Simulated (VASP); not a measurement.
KMgF3, 5 atoms in the cell. It takes space group Pm-3m (No. 221, cubic). The conventional cell has a = 3.986 Å, b = 3.986 Å, c = 3.986 Å, α = 90.00°, β = 90.00°, γ = 90.00°. K (site symmetry m-3m) has 12 F at 2.82 Å and 8 Mg at 3.45 Å within 3.7 Å. Within 2.6 Å of Mg (site symmetry m-3m) lie 6 F at 1.99 Å. Within 2.6 Å of F (site symmetry 4/mmm) lie 2 Mg at 1.99 Å. 

```yaml
Program: VASP 6.6.1
Task: relaxation of cell and atoms
Functional: LDA
Potentials_or_basis: VASP PAW LDA potentials, release 64 (K_sv, Mg, F)
Cutoff: 600 eV
k_mesh: 8 × 8 × 8
Occupations: fermi-dirac, width 0.02 eV
Spin: no spin polarisation
Dipole_correction: no
Further_INCAR_settings: ALGO = Normal; EDIFF = 1e-07; IBRION = 2; EDIFFG = -0.01; NSW = 80; ISIF = 3
```

Potentials or basis: VASP PAW LDA potentials, release 64 (K_sv, Mg, F).

Launch:

```bash
$ cat potpaw_LDA.64/K_sv/POTCAR potpaw_LDA.64/Mg/POTCAR potpaw_LDA.64/F/POTCAR > POTCAR
$ mpirun -np 1 vasp_std > vasp.out
```

Hardware: 1 thread of Intel Xeon 8259CL (shared host).

Estimate the wall time of this run.

It took 3.2 min on 1 thread of Intel Xeon 8259CL, on a shared host, peak memory 0.2 GiB. Counts: scf iterations 30, k points 35, ion steps 3.
